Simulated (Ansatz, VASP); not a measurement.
**One calculation of TiO2, two programs**

```
Ti O
1.0
     4.59118    0.00000    0.00000
     0.00000    4.59118    0.00000
     0.00000    0.00000    2.93905
Ti O
2 4
Direct
  0.00000 0.00000 0.00000
  0.50000 0.50000 0.50000
  0.30444 0.30444 0.00000
  0.19556 0.80444 0.50000
  0.69556 0.69556 0.00000
  0.80444 0.19556 0.50000
```

Alike in both runs: functional PBEsol; k mesh 6 × 6 × 8; no spin polarisation.

Ansatz relaxed the structure, and its values are those at the end. VASP's run is a single point on that final structure, the one shown.

|  | VASP | Ansatz |
| --- | --- | --- |
| version | VASP 6.6.1 | Ansatz 0.2.0 |
| potentials or method | VASP PAW PBE potentials, release 64 (Ti_sv, O) | PAW with Ansatz's default frozen-core files, scalar-relativistic |
| plane-wave cutoff (eV) | 520 | 420 |
| occupations | gaussian, width 0.01 eV | fixed |
| valence electrons in the cell | 48 | 48 |

|  | VASP | Ansatz | Ansatz less VASP |
| --- | --- | --- | --- |
| gap on the k mesh at the Fermi level (eV) | 1.84 | 1.87 | +0.028 |
| pressure (GPa) | 0.7 | 0.0 | -0.67 |
| rms of the force components (eV/Å) | 0.012 | 0.000 | -0.0117 |

VASP's potentials were made for PBE, not for PBEsol.
